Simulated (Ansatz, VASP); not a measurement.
**SnO2 in VASP and in Ansatz**

```
Sn O
1.0
    -3.24890    3.41447    3.41402
     3.24890   -3.41447    3.41402
     3.24890    3.41447   -3.41402
Sn O
4 8
Direct
  0.99998 0.24998 0.75000
  0.00002 0.75002 0.25000
  0.50000 0.50000 0.50000
  0.50000 0.00000 0.00000
  0.19298 0.19300 0.50002
  0.69296 0.74998 0.94298
  0.19298 0.69296 0.99998
  0.30701 0.74998 0.55702
  0.69299 0.25002 0.44298
  0.30704 0.25002 0.05702
  0.80702 0.30704 0.00002
  0.80702 0.80700 0.49998
```

Alike in both runs: functional r2SCAN; k mesh 6 × 6 × 6; occupations gaussian, width 0.02 eV; no spin polarisation.

Ansatz relaxed the structure, and its values are those at the end. VASP's run is a single point on that final structure, the one shown.

|  | VASP | Ansatz |
| --- | --- | --- |
| version | VASP 6.6.1 | Ansatz 0.2.0 |
| potentials or method | VASP PAW PBE potentials, release 64 (Sn_d, O), cutoff 520 eV | scalar-relativistic, plane waves, PAW |
| valence electrons in the cell | 104 | 104 |

```csv
,VASP,Ansatz,Ansatz less VASP
gap on the k mesh at the Fermi level (eV),1.30,1.28,-0.020
least direct gap on the mesh (eV),1.30,1.28,-0.020
pressure (GPa),-7.4,-8.3,-0.90
rms of the force components (eV/Å),0.016,0.002,-0.0139
```

VASP's potentials were made for PBE, not for r2SCAN. Ansatz's warnings: stress scf threshold loose.
